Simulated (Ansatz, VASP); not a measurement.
**H6C2O in VASP and in Ansatz**

```
C O H
1.0
     7.52907    0.00000    0.00000
     0.00000    7.52907    0.00000
     0.00000    0.00000    7.52907
C O H
8 4 24
Direct
  0.32071 0.50430 0.55098
  0.45354 0.53240 0.69892
  0.90871 0.55731 0.29263
  0.80569 0.72762 0.26407
  0.96746 0.78244 0.78132
  0.11546 0.83203 0.90929
  0.66039 0.11655 0.20111
  0.53771 0.27192 0.17649
  0.59569 0.40700 0.67928
  0.62301 0.68463 0.22719
  0.08905 0.01152 0.96575
  0.36153 0.20370 0.14522
  0.67309 0.42118 0.78152
  0.50609 0.66969 0.69270
  0.38804 0.51565 0.82933
  0.20957 0.59714 0.56684
  0.38338 0.53075 0.42128
  0.26777 0.36803 0.55256
  0.56265 0.79707 0.20903
  0.81442 0.81155 0.38427
  0.86285 0.80523 0.15339
  0.04966 0.59074 0.31364
  0.86191 0.48576 0.41158
  0.89958 0.46795 0.17708
  0.19627 0.05282 0.02647
  0.11355 0.74078 0.02466
  0.24584 0.81702 0.84356
  0.97783 0.64202 0.74282
  0.83636 0.80291 0.84313
  0.97417 0.86392 0.66016
  0.27961 0.30319 0.14565
  0.53832 0.35559 0.29636
  0.57961 0.35731 0.06516
  0.79693 0.16027 0.22730
  0.61685 0.03804 0.31620
  0.66310 0.03215 0.08207
```

Alike in both runs: functional PBE; dispersion D3(BJ); k mesh 1 × 1 × 1; occupations fermi-dirac, width 0.02 eV; no spin polarisation.

Ansatz relaxed the structure, and its values are those at the end. VASP's run is a single point on that final structure, the one shown.

|  | VASP | Ansatz |
| --- | --- | --- |
| version | VASP 6.6.1 | Ansatz 0.2.0 |
| potentials or method | VASP PAW PBE potentials, release 64 (C, O, H), cutoff 520 eV | scalar-relativistic, plane waves, PAW |
| valence electrons in the cell | 80 | 80 |

Ansatz gave:

| Quantity | Value |
| --- | --- |
| rms of the force components (eV/Å) | 0.066 |

Question: Estimate VASP's values.

Answer: rms of the force components (eV/Å): 0.068.
